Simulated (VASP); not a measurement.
Input of a VASP 6.6.1 run:

Contents of INCAR:

```
PREC = Accurate
ENCUT = 520
EDIFF = 1E-7
ISMEAR = -1
SIGMA = 0.1
LREAL = F
LASPH = T
NELM = 80
ALGO = Normal
ISIF = 2
LWAVE = F
LCHARG = F
NBANDS = 20
```

Contents of KPOINTS:

```
regular mesh
0
Gamma
  9 9 5
```

POSCAR

```
Nb
1.0
    2.7213303380      0.0000000000      0.0000000000
   -1.3606651690      2.3567412048      0.0000000000
    0.0000000000      0.0000000000      5.0189355100
Nb
2
Direct
    0.3333333333      0.6666666667      0.2500000000
    0.6666666667      0.3333333333      0.7500000000
```

Potentials or basis: VASP PAW LDA potentials, release 64 (Nb_sv).

Command:

```bash
$ cat potpaw_LDA.64/Nb_sv/POTCAR > POTCAR
$ mpirun -np 1 vasp_std > vasp.out
```

(1) Predict the pressure.

(2) Predict the band gap on the k mesh.

Results:

(1) 19.9 GPa.

(2) zero (band 13 reaches 14.76 eV, above the bottom of band 14 at 12.10 eV).
